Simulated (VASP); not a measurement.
V2N3, 5 atoms in the cell. Symmetry: P-3m1, No. 164, trigonal system. Conventional cell: a = 2.905 Å, b = 2.905 Å, c = 6.196 Å, α = 90.00°, β = 90.00°, γ = 120.00°. V (site symmetry 3m) has 6 N at 2.07 to 2.08 Å within 2.7 Å. N (site symmetry -3m) has 6 V at 2.08 Å and 2 N at 2.43 Å within 2.8 Å. N (site symmetry 3m) has 1 N at 1.33 Å within 1.8 Å.  This cell differs from its parent crystal: strain +0.0450 x Voigt [1, 1, 0, 0, 0, 0].

```yaml
Program: VASP 6.6.1
Task: single point
Functional: PBEsol
Potentials_or_basis: VASP PAW PBE potentials, release 64 (V_sv, N)
Cutoff: 520 eV
k_mesh: 18 × 18 × 8
Occupations: gaussian, width 0.15 eV
Spin: no spin polarisation
Dipole_correction: no
Further_INCAR_settings: ALGO = Normal; EDIFF = 1e-06; NBANDS = 28
```

Potentials or basis: VASP PAW PBE potentials, release 64 (V_sv, N).

The run is started by

```bash
$ cat potpaw_PBE.64/V_sv/POTCAR potpaw_PBE.64/N/POTCAR > POTCAR
$ mpirun -np 1 vasp_std > vasp.out
```

Hardware: 1 thread of Intel Xeon 6975P-C (shared host).

**Question.** How long does it take, and how much memory?

**Answer.** Wall time 4.8 min on 1 thread of Intel Xeon 6975P-C, on a shared host, peak memory 0.38 GiB. Counts: scf iterations 15, k points 266.
